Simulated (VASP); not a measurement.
Crystal: Ni.

```
Ni
1.0
     0.00000    1.76795    1.76795
     1.76795    0.00000    1.76795
     1.76795    1.76795    0.00000
Ni
1
Direct
  0.00000 0.00000 0.00000
```

```yaml
Program: VASP 6.6.1
Task: relaxation of cell and atoms
Functional: PBEsol
Potentials_or_basis: VASP PAW PBE potentials, release 64 (Ni)
Cutoff: 600 eV
k_mesh: 10 × 10 × 10
Occupations: gaussian, width 0.1 eV
Spin: collinear spin, ferromagnetic start
Starting_moments: "[0.81] μB"
```

At the start: pressure -11.9 GPa; volume 11.05 Å³/atom.

Problem. Where does the relaxation end?

Solution. Over 3 steps the energy falls by 25.5 meV/atom and the volume is 10.41 Å³/atom (-5.8 %); space group Fm-3m (No. 225, to 0.05 Å); moment 0.71 μB per cell.

Step by step:
```csv
step,energy change (eV),largest force (eV/Å),pressure (GPa),volume (Å³)
1,0.0000,0.0000,-11.94,11.05
2,0.0034,0.0000,16.04,9.79
3,-0.0255,0.0000,-0.35,10.41
```

Final structure:
```
Ni
1.0
     0.00000    1.73299    1.73299
     1.73299    0.00000    1.73299
     1.73299    1.73299    0.00000
Ni
1
Direct
  0.00000 0.00000 0.00000
```

Caveat: the PAW data sets were made with another functional, which shifts forces and pressure a little.
